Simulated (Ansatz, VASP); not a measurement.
# Two plane-wave programs on InW4

Contents of INCAR:

```
ALGO = Normal
EDIFF = 1E-6
EDIFFG = -0.04
ENCUT = 600
GGA = PE
IBRION = 2
ISIF = 3
ISMEAR = 0
LASPH = True
LCHARG = False
LREAL = False
LWAVE = False
NELM = 60
NSW = 90
PREC = Accurate
SIGMA = 0.1
```

The input KPOINTS:

```
k-points
0
Gamma
  4 4 4
```

File POSCAR:

```
InW4
1.0
    4.8372772600      0.0000000000      0.0000000000
    0.0000000000      4.8372772600      0.0000000000
    0.0000000000      0.0000000000      4.8372772600
In W
1 4
Direct
    0.0000000000      0.0000000000      0.0000000000
    0.0000000000      0.5000000000      0.5000000000
    0.5000000000      0.0000000000      0.5000000000
    0.5000000000      0.5000000000      0.0000000000
    0.5000000000      0.5000000000      0.5000000000
```

Input for Ansatz:

```yaml
crystal:
  lattice:
    - [4.83727726, 0.0, 0.0]
    - [0.0, 4.83727726, 0.0]
    - [0.0, 0.0, 4.83727726]
  atoms:
    - { symbol: In, position: [0.0, 0.0, 0.0] }
    - { symbol: W, position: [0.0, 0.5, 0.5] }
    - { symbol: W, position: [0.5, 0.0, 0.5] }
    - { symbol: W, position: [0.5, 0.5, 0.0] }
    - { symbol: W, position: [0.5, 0.5, 0.5] }
basis:
  ecutwfc: 420
kpoints:
  mp_grid: { grid: [4, 4, 4] }
hamiltonian:
  xc: pbe
scf:
  occupations: { method: gaussian, width: 0.1 }
  lower_state_search: "off"
output:
  forces: true
  stress: true
  eigenvalues: true
relax:
  adjacent_minimum: "off"
  f_tol: 0.04
  max_steps: 70
  cell: { stress_tol: 0.4 }
```

Alike in both runs: task relaxation of cell and atoms; functional PBE; k mesh 4 × 4 × 4; occupations gaussian, width 0.1 eV; no spin polarisation.

|  | VASP | Ansatz |
| --- | --- | --- |
| version | VASP 6.6.1 | Ansatz 0.2.0 |
| potentials or method | VASP PAW PBE potentials, release 64 (In_d, W_sv), cutoff 600 eV | scalar-relativistic, plane waves, PAW |
| valence electrons in the cell | 69 | 69 |

|  | VASP | Ansatz | Ansatz less VASP |
| --- | --- | --- | --- |
| gap on the k mesh at the Fermi level, each at its own relaxed structure (eV) | none | none | - |
| relaxed volume (Å³/atom) | 22.39 | 22.27 | -0.118 |
| relaxed cell length with the largest relative difference (Å) | 4.820 | 4.811 | -0.0085 |

A gap of «none» marks a metal or a gap that the smearing closes.

Spin-orbit coupling is off throughout.
